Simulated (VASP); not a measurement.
# Si5Se (P6/mmm) in VASP: notebook

Runs on Si5Se. Level: PBE. Tasks: single point, relaxation of cell and atoms.

Program: VASP 6.6.1. These are calculated values, not measurements. Logs are shortened: lines on timing, memory, paths and dates and some standing lists are left out, and cuts for length are marked.

## (1) The cell of the first run

The structure is hexagonal, space group P6/mmm (No. 191). The conventional cell has a = 4.846 Å, b = 4.846 Å, c = 7.285 Å, α = 90.00°, β = 90.00°, γ = 120.00°. Si (site symmetry 6mm) has 1 Se at 2.32 Å and 7 Si at 2.65 to 2.76 Å within 3.1 Å. Si (site symmetry mmm) has 8 Si at 2.42 to 2.76 Å within 3.2 Å. Se (site symmetry 6/mmm) has 2 Si at 2.32 Å within 3.1 Å.

The cell was built from a structure type or drawn by symmetry, and may not be a known phase.

## (2) Single point, PBE

Input file INCAR:

```
ALGO     = Normal         # electronic algorithm
EDIFF    = 1E-7           # SCF threshold, eV
ENCUT    = 520            # plane-wave cutoff, eV
GGA      = PE             # functional
ISIF     = 2              # what is computed and relaxed
ISMEAR   = 0              # smearing method
LASPH    = T              # aspherical terms in the spheres
LCHARG   = T              # write CHGCAR
LELF     = T              # ELF
LREAL    = F              # projectors in reciprocal space
LVHAR    = T            
LWAVE    = F              # write WAVECAR
NBANDS   = 22             # bands
NELM     = 80             # most SCF steps
PREC     = Accurate       # precision mode
SIGMA    = 0.1            # smearing width, eV
```

Input file KPOINTS:

```
k-points
0
Gamma
  12 12 6
```

Input file POSCAR:

```
Si5Se
1.0
    4.8464271321      0.0000000000      0.0000000000
   -2.4232135660      4.1971290140      0.0000000000
    0.0000000000      0.0000000000      7.2848359403
Si Se
5 1
Direct
    0.0000000000      0.0000000000      0.1817859834
    0.0000000000      0.0000000000      0.8182140166
    0.5000000000      0.0000000000      0.0000000000
    0.0000000000      0.5000000000      0.0000000000
    0.5000000000      0.5000000000      0.0000000000
    0.0000000000      0.0000000000      0.5000000000
```

Potentials or basis: VASP PAW PBE potentials, release 64 (Si, Se).

On the command line:

```bash
cat potpaw_PBE.64/Si/POTCAR potpaw_PBE.64/Se/POTCAR > POTCAR
mpirun -np 1 vasp_std > vasp.out
```

OUTCAR:

```text
EDIFF = 1E-7
   ENCUT = 520
   GGA = PE
   ISIF = 2
   ISMEAR = 0
   LASPH = T
   LREAL = F
   NELM = 80
   PREC = Accurate

 ion  position               nearest neighbor table
   1  0.000  0.000  0.182-   6 2.32   2 2.65   4 2.76   4 2.76   3 2.76   3 2.76   5 2.76   5 2.76

   2  0.000  0.000  0.818-   6 2.32   1 2.65   4 2.76   4 2.76   3 2.76   3 2.76   5 2.76   5 2.76

   3  0.500  0.000  0.000-   5 2.42   5 2.42   4 2.42   4 2.42   1 2.76   1 2.76   2 2.76   2 2.76

   4  0.000  0.500  0.000-   5 2.42   5 2.42   3 2.42   3 2.42   1 2.76   2 2.76   1 2.76   2 2.76

   5  0.500  0.500  0.000-   3 2.42   3 2.42   4 2.42   4 2.42   1 2.76   2 2.76   1 2.76   2 2.76

   6  0.000  0.000  0.500-   1 2.32   2 2.32

  LATTYP: Found a hexagonal cell.
 ALAT       =     4.8464271321
 C/A-ratio  =     1.5031353493

  Lattice vectors:

 A1 = (   4.8464271321,   0.0000000000,   0.0000000000)
 A2 = (  -2.4232135660,   4.1971290140,   0.0000000000)
 A3 = (   0.0000000000,   0.0000000000,   7.2848359403)

Analysis of symmetry for initial positions (statically):
=====================================================================
 Subroutine PRICEL returns:
 Original cell was already a primitive cell.

 Routine SETGRP: Setting up the symmetry group for a
 hexagonal supercell.

 Subroutine GETGRP returns: Found 24 space group operations
 (whereof 24 operations were pure point group operations)
 out of a pool of 24 trial point group operations.

The static configuration has the point symmetry D_6h.

Analysis of symmetry for dynamics (positions and initial velocities):
=====================================================================
 Subroutine PRICEL returns:
 Original cell was already a primitive cell.

 Routine SETGRP: Setting up the symmetry group for a
 hexagonal supercell.

 Subroutine GETGRP returns: Found 24 space group operations
 (whereof 24 operations were pure point group operations)
 out of a pool of 24 trial point group operations.

The dynamic configuration has the point symmetry D_6h.

 Subroutine INISYM returns: Found 24 space group operations
 (whereof 24 operations are pure point group operations),
 and found     1 'primitive' translations

----------------------------------------------------------------------------------------

                                     Primitive cell

  volume of cell :     148.1814

  direct lattice vectors                    reciprocal lattice vectors
     4.846427132  0.000000000  0.000000000     0.206337570  0.119129052  0.000000000
    -2.423213566  4.197129014  0.000000000     0.000000000  0.238258104  0.000000000
     0.000000000  0.000000000  7.284835940     0.000000000  0.000000000  0.137271451

  length of vectors
     4.846427132  4.846427132  7.284835940     0.238258104  0.238258104  0.137271451

  position of ions in fractional coordinates (direct lattice)
     0.000000000  0.000000000  0.181785983
     0.000000000  0.000000000  0.818214017
     0.500000000  0.000000000  0.000000000
     1.000000000  0.500000000  0.000000000
     0.500000000  0.500000000  0.000000000
     0.000000000  0.000000000  0.500000000

  ion indices of the primitive-cell ions
   primitive index   ion index
                 1           1
                 2           2
                 3           3
                 4           4
                 5           5
                 6           6

----------------------------------------------------------------------------------------

 KPOINTS: k-points

Automatic generation of k-mesh.
 Grid dimensions read from file:
 generate k-points for:   12   12    6

 Generating k-lattice:

  Cartesian coordinates                     Fractional coordinates (reciprocal lattice)
     0.017194798  0.009927421  0.000000000     0.083333333 -0.000000000  0.000000000
     0.000000000  0.019854842  0.000000000     0.000000000  0.083333333  0.000000000
     0.000000000  0.000000000  0.022878575     0.000000000  0.000000000  0.166666667

  Length of vectors
     0.019854842  0.019854842  0.022878575

  Shift w.r.t. Gamma in fractional coordinates (k-lattice)
     0.000000000  0.000000000  0.000000000

 Subroutine IBZKPT returns following result:
 ===========================================

 Found     76 irreducible k-points:

 Following reciprocal coordinates:
            Coordinates               Weight
  0.000000  0.000000  0.000000      1.000000
  0.083333  0.000000  0.000000      6.000000
  0.166667  0.000000  0.000000      6.000000
  0.250000  0.000000  0.000000      6.000000
  0.333333  0.000000  0.000000      6.000000
  0.416667  0.000000  0.000000      6.000000
[... 16 lines left out ...]
  0.250000  0.000000  0.166667     12.000000
  0.333333  0.000000  0.166667     12.000000
 [... further k-points ...]
   k-points           NKPTS =     76   k-points in BZ     NKDIM =     76   number of bands    NBANDS=     22
   number of dos      NEDOS =    301   number of ions     NIONS =      6
   total plane-waves  NPLWV =  69984
   dimension x,y,z NGX =    36 NGY =   36 NGZ =   54
   dimension x,y,z NGXF=    72 NGYF=   72 NGZF=  108
   ions per type =               5   1
   NGX,Y,Z   is equivalent  to a cutoff of  12.35, 12.35, 12.32 a.u.
   NGXF,Y,Z  is equivalent  to a cutoff of  24.70, 24.70, 24.65 a.u.
 SYSTEM =  unknown system
   PREC   = accura    normal or accurate (medium, high low for compatibility)
   ISTART =      0    job   : 0-new  1-cont  2-samecut
   ICHARG =      2    charge: 1-file 2-atom 10-const
   ISPIN  =      1    spin polarized calculation?
   LNONCOLLINEAR =      F non collinear calculations
   LSORBIT =      F    spin-orbit coupling
   LASPH  =      T    aspherical Exc in radial PAW
   ENCUT  =  520.0 eV  38.22 Ry    6.18 a.u.   9.01  9.01 13.54*2*pi/ulx,y,z
   NELM   =     80;   NELMIN=  2; NELMDL= -5     # of ELM steps
   EDIFF  = 0.1E-06   stopping-criterion for ELM
   LREAL  =      F    real-space projection
   EDIFFG = 0.1E-05   stopping-criterion for IOM
   NSW    =      0    number of steps for IOM
   IBRION =     -1    ionic relax: 0-MD 1-quasi-New 2-CG
   NFREE  =      0    steps in history (QN), initial steepest desc. (CG)
   ISIF   =      2    stress and relaxation
   ISYM   =      2    0-nonsym 1-usesym 2-fastsym
   POTIM  = 0.5000    time-step for ionic-motion
   TEBEG  =    0.0;   TEEND  =   0.0 temperature during run
   PSTRESS=    0.0 pullay stress
   NELECT =      26.0000    total number of electrons
   NUPDOWN=      -1.0000    fix difference up-down
   EMIN   =  10.00;   EMAX   =-10.00  energy-range for DOS
   EFERMI =   0.00;   METHOD = LEGACY
   ISMEAR =     0;   SIGMA  =   0.10  broadening in eV -4-tet -1-fermi 0-gaus
   EFERMI_NEDOS =   21; number of points for ismear=-14 and -15
   IALGO  =     38    algorithm
   IMIX   =      4    mixing-type and parameters
     AMIX     =   0.40;   BMIX     =  1.00
     AMIX_MAG =   1.60;   BMIX_MAG =  1.00
  volume/ion in A,a.u.               =      24.70       166.66
  Fermi-wavevector in a.u.,A,eV,Ry     =   0.916505  1.731943 11.428633  0.839981
  Thomas-Fermi vector in A             =   2.041368
   LORBIT       =      0    0 simple, 1 ext, 2 COOP (PROOUT), +10 PAW based schemes
   GGA     = PE    functional components
   LHFCALC =     F    Hartree Fock is set to
   AEXX    =    0.0000 exact exchange contribution
   IVDW    =     0    specifies the selected vdW correction
   LEPSILON=     F    determine dielectric tensor
   LRPA    =     F    only Hartree local field effects (RPA)
 non-spin polarized calculation
 Gauss-broadening in eV      SIGMA  =   0.10
  energy-cutoff  :      520.00
  volume of cell :      148.18
 maximum number of plane-waves:      4017
 NGX is ok and might be reduce to    36
   NGX = 17   NGY = 17   NGZ = 27

 number of electron      26.0000001 magnetization

 Free energy of the ion-electron system (eV)
  ---------------------------------------------------
  ext. energy  EPLUGINS =         0.00000000
  ---------------------------------------------------
  free energy    TOTEN  =       -27.08869684 eV

  energy without entropy =      -27.07286290  energy(sigma->0) =      -27.08077987

 E-fermi :   3.6670     XC(G=0):  -8.3485

 val. band max:        3.6588312834   @ k =   0.1667   0.0833   0.3333
 cond. band min:       3.6785681153   @ k =   0.4167   0.0833   0.1667
 fundamental gap:      0.0197368319
 Fermi energy:         3.6669913037

 k-point     1 :       0.0000    0.0000    0.0000
  band No.  band energies     occupation
      1      -9.8288      2.00000
      2      -8.7611      2.00000
      3      -4.6214      2.00000
      4      -2.1801      2.00000
      5      -1.9371      2.00000
      6      -1.6568      2.00000
[... 14 lines left out ...]
     21       9.4222      0.00000
     22       9.4222      0.00000

 k-point     2 :       0.0833    0.0000    0.0000
  band No.  band energies     occupation
      1      -9.7901      2.00000
      2      -8.7414      2.00000
      3      -4.5954      2.00000
      4      -2.8468      2.00000
      5      -2.4518      2.00000
      6      -1.9454      2.00000
[... 14 lines left out ...]
     21       9.2461      0.00000
     22       9.3750      0.00000

 k-point     3 :       0.1667    0.0000    0.0000
  band No.  band energies     occupation
      1      -9.6823      2.00000
      2      -8.6749      2.00000
      3      -4.5215      2.00000
      4      -3.9209      2.00000
      5      -2.8799      2.00000
      6      -2.3739      2.00000
[... 14 lines left out ...]
     21       9.1932      0.00000
     22       9.3002      0.00000
[... 476 lines left out ...]
 k-point    23 :       0.2500    0.0000    0.1667
  band No.  band energies     occupation
      1      -9.4849      2.00000
      2      -8.6255      2.00000
      3      -5.0153      2.00000
      4      -4.1597      2.00000
      5      -3.1932      2.00000
      6      -2.7315      2.00000
[... 14 lines left out ...]
     21       8.9142      0.00000
     22       9.4939      0.00000

 k-point    24 :       0.3333    0.0000    0.1667
  band No.  band energies     occupation
      1      -9.3536      2.00000
      2      -8.3604      2.00000
      3      -5.8943      2.00000
      4      -4.1207      2.00000
      5      -3.3972      2.00000
      6      -2.9968      2.00000
[... 14 lines left out ...]
     21       8.8639      0.00000
     22       9.0626      0.00000

 [... further k-points ...]

------------------------ aborting loop because EDIFF is reached ----------------------------------------

  FORCE on cell =-STRESS in cart. coord.  units (eV):
  Direction    XX          YY          ZZ          XY          YZ          ZX
  --------------------------------------------------------------------------------------
  -------------------------------------------------------------------------------------
  Total       -0.0194155     -0.0194155      0.0509983     -0.0000000     -0.0000000      0.0000000
  in kB       -0.2099256     -0.2099256      0.5514070     -0.0000000     -0.0000000      0.0000000
  external PRESSURE =       0.0438519 kB  Pullay stress =       0.0000000 kB

 VOLUME and BASIS-vectors are now :
 -----------------------------------------------------------------------------
  energy-cutoff  :      520.00
  volume of cell :      148.18
      direct lattice vectors                 reciprocal lattice vectors
     4.846427132  0.000000000  0.000000000     0.206337570  0.119129052  0.000000000
    -2.423213566  4.197129014  0.000000000     0.000000000  0.238258104  0.000000000
     0.000000000  0.000000000  7.284835940     0.000000000  0.000000000  0.137271451

 POSITION                                       TOTAL-FORCE (eV/Angst)
 -----------------------------------------------------------------------------------
      0.00000      0.00000      1.32428         0.000000     -0.000000     -0.006026
      0.00000      0.00000      5.96055        -0.000000      0.000000      0.006026
      2.42321      0.00000      0.00000        -0.000000      0.000000      0.000000
     -1.21161      2.09856      0.00000        -0.000000      0.000000      0.000000
      1.21161      2.09856      0.00000        -0.000000      0.000000      0.000000
      0.00000      0.00000      3.64242        -0.000000      0.000000      0.000000
 -----------------------------------------------------------------------------------
    total drift:                                0.000000     -0.000000     -0.000000

  FREE ENERGIE OF THE ION-ELECTRON SYSTEM (eV)
  ---------------------------------------------------
  free  energy   TOTEN  =       -27.0886968430 eV

  energy  without entropy=      -27.0728628962  energy(sigma->0) =      -27.08077987
```

Run time: 91 s. Hardware: 1 thread of Intel Xeon 6975P-C (Granite Rapids), shared host; peak memory 0.36 GiB.

What came out:

* Free energy: -27.0887 eV
* Pressure: 0.0 GPa
* Largest force: 0.006 eV/Å
* Band gap on the k mesh: zero (bands 13 and 14 overlap by 1.25 eV)

Forces on the atoms (eV/Å):
```
Si   0.000  0.000 -0.006
Si   0.000  0.000  0.006
Si   0.000  0.000  0.000
Si   0.000  0.000  0.000
Si   0.000  0.000  0.000
Se   0.000  0.000  0.000
```

Stress tensor (GPa, compression positive):
```
-0.02  0.00  0.00
 0.00 -0.02  0.00
 0.00  0.00  0.06
```

(Part 1 of 2 ends here.)
